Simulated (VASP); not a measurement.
# Cs (P6_3/mmc) in VASP: further runs, part 2 of 3

VASP 6.6.1.

## Step 3: Single point, LDA

This run uses another cell than the first one, of 67.17 Å³/atom.

Contents of INCAR:

```
ALGO = Normal ; EDIFF = 1E-7
ENCUT = 520 ; ISIF = 2
ISMEAR = -1 ; LASPH = True
LCHARG = False ; LREAL = False
LWAVE = False ; NBANDS = 16
NELM = 100 ; PREC = Accurate
SIGMA = 0.1
```

Contents of KPOINTS:

```
k-points
0
Gamma
  9 9 5
```

Contents of POSCAR:

```
Cs
1.0
    4.5749658755      0.0000000000      0.0000000000
   -2.2874829378      3.9620366696      0.0000000000
    0.0000000000      0.0000000000      7.4114447182
Cs
2
Direct
    0.3333333333      0.6666666667      0.2500000000
    0.6666666667      0.3333333333      0.7500000000
```

Potentials or basis: VASP PAW LDA potentials, release 64 (Cs_sv).

On the command line:

```bash
> cat potpaw_LDA.64/Cs_sv/POTCAR > POTCAR
> mpirun -np 1 vasp_std > vasp.out
```

OUTCAR:

```text
EDIFF = 1E-7
   ENCUT = 520
   ISIF = 2
   ISMEAR = -1
   LASPH = True
   LREAL = False
   NELM = 100
   PREC = Accurate

 ion  position               nearest neighbor table
   1  0.333  0.667  0.250-
   2  0.667  0.333  0.750-

  LATTYP: Found a hexagonal cell.
 ALAT       =     4.5749658755
 C/A-ratio  =     1.6200000000

  Lattice vectors:

 A1 = (   4.5749658755,   0.0000000000,   0.0000000000)
 A2 = (  -2.2874829378,   3.9620366696,   0.0000000000)
 A3 = (   0.0000000000,   0.0000000000,   7.4114447182)

Analysis of symmetry for initial positions (statically):
=====================================================================
 Subroutine PRICEL returns:
 Original cell was already a primitive cell.

 Routine SETGRP: Setting up the symmetry group for a
 hexagonal supercell.

 Subroutine GETGRP returns: Found 24 space group operations
 (whereof 12 operations were pure point group operations)
 out of a pool of 24 trial point group operations.

The static configuration has the point symmetry D_3d.
 The point group associated with its full space group is D_6h.

Analysis of symmetry for dynamics (positions and initial velocities):
=====================================================================
 Subroutine PRICEL returns:
 Original cell was already a primitive cell.

 Routine SETGRP: Setting up the symmetry group for a
 hexagonal supercell.

 Subroutine GETGRP returns: Found 24 space group operations
 (whereof 12 operations were pure point group operations)
 out of a pool of 24 trial point group operations.

The dynamic configuration has the point symmetry D_3d.
 The point group associated with its full space group is D_6h.

 Subroutine INISYM returns: Found 24 space group operations
 (whereof 12 operations are pure point group operations),
 and found     1 'primitive' translations

----------------------------------------------------------------------------------------

                                     Primitive cell

  volume of cell :     134.3412

  direct lattice vectors                    reciprocal lattice vectors
     4.574965876  0.000000000  0.000000000     0.218580865  0.126197721  0.000000000
    -2.287482938  3.962036670  0.000000000     0.000000000  0.252395443  0.000000000
     0.000000000  0.000000000  7.411444718     0.000000000  0.000000000  0.134926460

  length of vectors
     4.574965876  4.574965875  7.411444718     0.252395443  0.252395443  0.134926460

  position of ions in fractional coordinates (direct lattice)
     0.333333333  0.666666667  0.250000000
     0.666666667  0.333333333  0.750000000

  ion indices of the primitive-cell ions
   primitive index   ion index
                 1           1
                 2           2

----------------------------------------------------------------------------------------

 KPOINTS: k-points

Automatic generation of k-mesh.
 Grid dimensions read from file:
 generate k-points for:    9    9    5

 Generating k-lattice:

  Cartesian coordinates                     Fractional coordinates (reciprocal lattice)
     0.024286763  0.014021969  0.000000000     0.111111111 -0.000000000  0.000000000
     0.000000000  0.028043938  0.000000000     0.000000000  0.111111111  0.000000000
     0.000000000  0.000000000  0.026985292     0.000000000  0.000000000  0.200000000

  Length of vectors
     0.028043938  0.028043938  0.026985292

  Shift w.r.t. Gamma in fractional coordinates (k-lattice)
     0.000000000  0.000000000  0.000000000

 Subroutine IBZKPT returns following result:
 ===========================================

 Found     36 irreducible k-points:

 Following reciprocal coordinates:
            Coordinates               Weight
  0.000000  0.000000  0.000000      1.000000
  0.111111 -0.000000  0.000000      6.000000
  0.222222 -0.000000  0.000000      6.000000
  0.333333  0.000000  0.000000      6.000000
  0.444444 -0.000000  0.000000      6.000000
  0.111111  0.111111  0.000000      6.000000
[... 16 lines left out ...]
  0.333333  0.222222  0.200000     24.000000
  0.333333  0.333333  0.200000      4.000000
 [... further k-points ...]
   k-points           NKPTS =     36   k-points in BZ     NKDIM =     36   number of bands    NBANDS=     16
   number of dos      NEDOS =    301   number of ions     NIONS =      2
   total plane-waves  NPLWV =  72576
   dimension x,y,z NGX =    36 NGY =   36 NGZ =   56
   dimension x,y,z NGXF=    72 NGYF=   72 NGZF=  112
   ions per type =               2
   NGX,Y,Z   is equivalent  to a cutoff of  13.08, 13.08, 12.56 a.u.
   NGXF,Y,Z  is equivalent  to a cutoff of  26.16, 26.16, 25.12 a.u.
 SYSTEM =  unknown system
   PREC   = accura    normal or accurate (medium, high low for compatibility)
   ISTART =      0    job   : 0-new  1-cont  2-samecut
   ICHARG =      2    charge: 1-file 2-atom 10-const
   ISPIN  =      1    spin polarized calculation?
   LNONCOLLINEAR =      F non collinear calculations
   LSORBIT =      F    spin-orbit coupling
   LASPH  =      T    aspherical Exc in radial PAW
   ENCUT  =  520.0 eV  38.22 Ry    6.18 a.u.   8.51  8.51 13.78*2*pi/ulx,y,z
   NELM   =    100;   NELMIN=  2; NELMDL= -5     # of ELM steps
   EDIFF  = 0.1E-06   stopping-criterion for ELM
   LREAL  =      F    real-space projection
   EDIFFG = 0.1E-05   stopping-criterion for IOM
   NSW    =      0    number of steps for IOM
   IBRION =     -1    ionic relax: 0-MD 1-quasi-New 2-CG
   NFREE  =      0    steps in history (QN), initial steepest desc. (CG)
   ISIF   =      2    stress and relaxation
   ISYM   =      2    0-nonsym 1-usesym 2-fastsym
   POTIM  = 0.5000    time-step for ionic-motion
   TEBEG  =    0.0;   TEEND  =   0.0 temperature during run
   PSTRESS=    0.0 pullay stress
   NELECT =      18.0000    total number of electrons
   NUPDOWN=      -1.0000    fix difference up-down
   EMIN   =  10.00;   EMAX   =-10.00  energy-range for DOS
   EFERMI =   0.00;   METHOD = LEGACY
   ISMEAR =    -1;   SIGMA  =   0.10  broadening in eV -4-tet -1-fermi 0-gaus
   EFERMI_NEDOS =   21; number of points for ismear=-14 and -15
   IALGO  =     38    algorithm
   IMIX   =      4    mixing-type and parameters
     AMIX     =   0.40;   BMIX     =  1.00
     AMIX_MAG =   1.60;   BMIX_MAG =  1.00
  volume/ion in A,a.u.               =      67.17       453.29
  Fermi-wavevector in a.u.,A,eV,Ry     =   0.837714  1.583050  9.548096  0.701765
  Thomas-Fermi vector in A             =   1.951650
   LORBIT       =      0    0 simple, 1 ext, 2 COOP (PROOUT), +10 PAW based schemes
   GGA     = CA    functional components
   LHFCALC =     F    Hartree Fock is set to
   AEXX    =    0.0000 exact exchange contribution
   IVDW    =     0    specifies the selected vdW correction
   LEPSILON=     F    determine dielectric tensor
   LRPA    =     F    only Hartree local field effects (RPA)
 non-spin polarized calculation
  energy-cutoff  :      520.00
  volume of cell :      134.34
 maximum number of plane-waves:      3657
 NGX is ok and might be reduce to    36
   NGX = 17   NGY = 17   NGZ = 27

 number of electron      18.0000001 magnetization

 Free energy of the ion-electron system (eV)
  ---------------------------------------------------
  ext. energy  EPLUGINS =         0.00000000
  ---------------------------------------------------
  free energy    TOTEN  =        -1.82529787 eV

  energy without entropy =       -1.73617045  energy(sigma->0) =       -1.78073416

 E-fermi :   2.0073     XC(G=0):  -7.1177

 val. band max:        1.9947387201   @ k =   0.2222   0.2222   0.4000
 cond. band min:       2.0309148834   @ k =   0.2222   0.1111   0.4000
 fundamental gap:      0.0361761633
 Fermi energy:         2.0073122448

 k-point     1 :       0.0000    0.0000    0.0000
  band No.  band energies     occupation
      1     -21.6400      2.00000
      2     -21.5691      2.00000
      3      -8.8769      2.00000
      4      -8.2289      2.00000
      5      -8.2289      2.00000
      6      -8.1326      2.00000
[... 8 lines left out ...]
     15       5.1120      0.00000
     16       5.1120      0.00000

 k-point     2 :       0.1111   -0.0000    0.0000
  band No.  band energies     occupation
      1     -21.6330      2.00000
      2     -21.5659      2.00000
      3      -8.8482      2.00000
      4      -8.2988      2.00000
      5      -8.2505      2.00000
      6      -8.2058      2.00000
[... 8 lines left out ...]
     15       5.0121      0.00000
     16       5.2613      0.00000
[... 387 lines left out ...]
      5      -8.5395      2.00000
      6      -8.4222      2.00000
[... 8 lines left out ...]
     15       4.7683      0.00000
     16       6.3563      0.00000

 k-point    24 :       0.3333    0.3333    0.2000
  band No.  band energies     occupation
      1     -21.5549      2.00000
      2     -21.5549      2.00000
      3      -8.6656      2.00000
      4      -8.6456      2.00000
      5      -8.6456      2.00000
      6      -8.4735      2.00000
[... 8 lines left out ...]
     15       4.9085      0.00000
     16       6.4699      0.00000

 [... further k-points ...]
[... 5 lines left out ...]
  --------------------------------------------------------------------------------------
  -------------------------------------------------------------------------------------
  Total        1.1573193      1.1573193      1.2114095     -0.0000000     -0.0000000      0.0000000
  in kB       13.8023982     13.8023982     14.4474877     -0.0000000     -0.0000000      0.0000000
  external PRESSURE =      14.0174280 kB  Pullay stress =       0.0000000 kB

 VOLUME and BASIS-vectors are now :
 -----------------------------------------------------------------------------
  energy-cutoff  :      520.00
  volume of cell :      134.34
      direct lattice vectors                 reciprocal lattice vectors
     4.574965876  0.000000000  0.000000000     0.218580865  0.126197721  0.000000000
    -2.287482938  3.962036670  0.000000000     0.000000000  0.252395443  0.000000000
     0.000000000  0.000000000  7.411444718     0.000000000  0.000000000  0.134926460

 POSITION                                       TOTAL-FORCE (eV/Angst)
 -----------------------------------------------------------------------------------
     -0.00000      2.64136      1.85286         0.000000     -0.000000      0.000000
      2.28748      1.32068      5.55858        -0.000000      0.000000      0.000000
 -----------------------------------------------------------------------------------
    total drift:                               -0.000000      0.000000     -0.000000

  FREE ENERGIE OF THE ION-ELECTRON SYSTEM (eV)
  ---------------------------------------------------
  free  energy   TOTEN  =        -1.8252978682 eV

  energy  without entropy=       -1.7361704487  energy(sigma->0) =       -1.78073416
```

OSZICAR:

```text
N       E                     dE             d eps       ncg     rms          rms(c)
DAV:   1     0.120397030590E+03    0.12040E+03   -0.66889E+03  1152   0.876E+02
DAV:   2     0.959246438944E+01   -0.11080E+03   -0.10638E+03  1728   0.160E+02
DAV:   3    -0.168861704158E+01   -0.11281E+02   -0.11238E+02  1480   0.554E+01
DAV:   4    -0.184335162154E+01   -0.15473E+00   -0.15472E+00  1496   0.757E+00
DAV:   5    -0.184440084645E+01   -0.10492E-02   -0.10492E-02  1488   0.639E-01    0.438E-01
DAV:   6    -0.183008256885E+01    0.14318E-01   -0.14557E-02  1368   0.563E-01    0.216E-01
DAV:   7    -0.182539016205E+01    0.46924E-02   -0.12883E-02  1312   0.522E-01    0.790E-02
DAV:   8    -0.182529651437E+01    0.93648E-04   -0.20231E-04  1600   0.810E-02    0.657E-03
DAV:   9    -0.182529769418E+01   -0.11798E-05   -0.39369E-06  1528   0.106E-02    0.372E-03
DAV:  10    -0.182529787544E+01   -0.18127E-06   -0.67647E-07  1536   0.390E-03    0.571E-04
DAV:  11    -0.182529786822E+01    0.72275E-08   -0.10708E-08  1112   0.557E-04
   1 F= -.18252979E+01 E0= -.17807342E+01  d E =-.891274E-01
```

stdout:

```text
POSCAR found type information on POSCAR Cs
 POSCAR found :  1 types and       2 ions
 scaLAPACK will be used
 LDA part: xc-table for (Slater(with rela. corr.)+CA(PZ))
 , standard interpolation
 POSCAR, INCAR and KPOINTS ok, starting setup
 FFT: planning ... GRIDC
 FFT: planning ... GRID_SOFT
 FFT: planning ... GRID
 WAVECAR not read
 entering main loop
```

Run time: 1.8 min. Hardware: 1 thread of Intel Xeon 8259CL, shared host; peak memory 0.23 GiB.

What came out:

| Property | Result |
| --- | --- |
| Free energy | -1.8253 eV |
| Pressure | 1.4 GPa |
| Band gap on the k mesh | zero (bands 9 and 10 overlap by 1.57 eV) |

Levels at points of the mesh, in eV from the Fermi level:
```csv
k point,band 5,band 6,band 7,band 8,band 9,band 10,band 11,band 12,band 13,band 14
"(0.00, 0.00, 0.00)",-10.24,-10.14,-10.14,-10.13,-2.14,-0.31,1.87,2.58,2.58,2.66
```

Caveat: spin-orbit coupling is left out, which moves the levels of the heavy elements.

## Step 4: Single point, LDA (67.17 Å³/atom)

This run uses another cell than the first one, of 67.17 Å³/atom.

Contents of INCAR:

```
SYSTEM = Cs
ALGO = Normal
EDIFF = 1E-7
ENCUT = 520
ISIF = 2
ISMEAR = -1
LASPH = .True.
LCHARG = .False.
LREAL = .False.
LWAVE = .False.
NBANDS = 16
NELM = 100
PREC = Accurate
SIGMA = 0.1
```

Contents of KPOINTS:

```
k-points
0
Gamma
  9 9 5
  0 0 0
```

POSCAR is that of step 3.

On the command line:

```bash
> cat potpaw_LDA.64/Cs_sv/POTCAR > POTCAR
> mpirun -np 1 vasp_std > vasp.out
```

Run time: 2 min. Hardware: 1 thread of Intel Xeon 8259CL, shared host; peak memory 0.23 GiB.

The run converged. Its results:

* Free energy: -1.8253 eV
* Pressure: 1.4 GPa
* Band gap on the k mesh: zero (bands 9 and 10 overlap by 1.57 eV)

Levels at points of the mesh, in eV from the Fermi level:
| k point | band 5 | band 6 | band 7 | band 8 | band 9 | band 10 | band 11 | band 12 | band 13 | band 14 |
| --- | --- | --- | --- | --- | --- | --- | --- | --- | --- | --- |
| (0.00, 0.00, 0.00) | -10.24 | -10.14 | -10.14 | -10.13 | -2.14 | -0.31 | 1.87 | 2.58 | 2.58 | 2.66 |

Caveat: spin-orbit coupling is left out, which moves the levels of the heavy elements.

## Step 5: Single point, LDA

This run uses another cell than the first one, of 76.77 Å³/atom.

Contents of INCAR:

```
PREC = Accurate ; ENCUT = 520
EDIFF = 1E-6 ; ISMEAR = -1
SIGMA = 0.1 ; LREAL = False
LASPH = True ; NELM = 80
ALGO = Normal ; ISIF = 2
LWAVE = False ; LCHARG = True
LELF = True ; LVHAR = True
NBANDS = 16
```

Contents of KPOINTS:

```
Automatic mesh
0
Gamma
  9 9 5
```

Contents of POSCAR:

```
Cs
1.0
    4.7831996432      0.0000000000      0.0000000000
   -2.3915998216      4.1423724024      0.0000000000
    0.0000000000      0.0000000000      7.7487834220
Cs
2
Direct
    0.3333333333      0.6666666667      0.2500000000
    0.6666666667      0.3333333333      0.7500000000
```

On the command line:

```bash
> cat potpaw_LDA.64/Cs_sv/POTCAR > POTCAR
> mpirun -np 1 vasp_std > vasp.out
```

It took 94 s on 1 thread of Intel Xeon 8259CL, shared host; peak memory 0.24 GiB.

The run converged. Its results:

```
Free energy            : -1.9523 eV
Pressure               : 0.7 GPa
Band gap on the k mesh : zero (bands 9 and 10 overlap by 1.65 eV)
```

Levels at points of the mesh, in eV from the Fermi level:
```csv
k point,band 7,band 8,band 9,band 10,band 11,band 12
"(0.00, 0.00, 0.00)",-10.25,-10.24,-2.06,-0.23,1.50,2.52
```

Caveat: spin-orbit coupling is left out, which moves the levels of the heavy elements.

(Part 2 of 3 ends here.)

The gap in the log of VASP goes by the Fermi energy; the results here count the filled bands.